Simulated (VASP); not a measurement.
BeS: single point with r2SCAN

The system is BeS.

```xyz
2
Lattice="2.4099 2.4099 0.0000 -2.4099 2.4099 0.0000 0.0000 2.4099 2.4488" Properties=species:S:1:pos:R:3 pbc="T T T"
Be    0.0000    0.0000    0.0000
S     1.2049    3.6148    1.2244
```

This cell differs from its parent crystal: in-plane strain -0.01.

```json
{
 "Program": "VASP 6.6.1",
 "Task": "single point",
 "Functional": "r2SCAN",
 "Potentials or basis": "VASP PAW PBE potentials, release 64 (Be, S)",
 "Cutoff": "520 eV",
 "k mesh": "8 × 8 × 8",
 "Occupations": "gaussian, width 0.01 eV",
 "Spin": "no spin polarisation"
}
```

```
Pressure               : 1.7 GPa
Band gap on the k mesh : 3.49 eV (least direct gap 6.22 eV)
```

Stress tensor (GPa, compression positive):
```
2.26 0.00 0.00
0.00 2.26 0.00
0.00 0.00 0.60
```

Levels at points of the mesh, in eV from the valence-band top:
```csv
k point,band 1,band 2,band 3,band 4,band 5,band 6,band 7,band 8,band 9
"(0.00, 0.00, 0.00)",-14.35,-0.09,0.00,0.00,6.22,6.22,6.24,6.68,13.21
"(0.50, 0.00, 0.00)",-12.66,-6.01,-1.17,-1.01,6.06,7.05,7.19,12.05,15.63
"(0.50, 0.50, 0.00)",-12.06,-5.20,-2.81,-2.78,3.49,5.30,13.78,13.91,16.85
"(0.00, 0.00, 0.50)",-12.14,-5.31,-2.66,-2.66,3.62,5.45,13.86,13.86,16.64
```

It took 76 s on 1 thread of Intel Xeon 8259CL, on a shared host, peak memory 0.17 GiB.

Caveat: the cell differs from its parent crystal (in-plane strain -0.01); the PAW data sets were made with another functional, which shifts forces and pressure a little. A k mesh can miss the band edges.
